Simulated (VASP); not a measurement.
A run of VASP 6.6.1 is set up as follows.

Contents of INCAR:

```
SYSTEM = Pb
PREC = Accurate
ENCUT = 520
EDIFF = 1E-6
ISMEAR = -1
SIGMA = 0.05
LREAL = .False.
LASPH = .True.
NELM = 80
ALGO = Normal
ISIF = 2
LWAVE = .False.
LCHARG = .False.
GGA = B5
ALDAX = 1.0
AGGAX = 1.0
AGGAC = 1.0
ALDAC = 0.0
NBANDS = 13
```

KPOINTS

```
regular mesh
0
Gamma
  9 9 9
  0 0 0
```

The input POSCAR:

```
Pb
1.0
    0.0000000000      2.5075897876      2.5075897876
    2.5075897876      0.0000000000      2.5075897876
    2.5075897876      2.5075897876      0.0000000000
Pb
1
Direct
    0.0000000000      0.0000000000      0.0000000000
```

Potentials or basis: VASP PAW PBE potentials, release 64 (Pb_d).

The run is started by

```bash
$ cat potpaw_PBE.64/Pb_d/POTCAR > POTCAR
$ mpirun -np 1 vasp_std > vasp.out
```

(1) Predict the band gap on the k mesh.

(2) What does it give for the pressure?

Results:

(1) zero (band 7 reaches 14.27 eV, above the bottom of band 8 at 5.91 eV).

(2) 3.9 GPa.

Caveat: the PAW data sets were made with another functional, which shifts forces and pressure a little; spin-orbit coupling is left out, which moves the levels of the heavy elements.
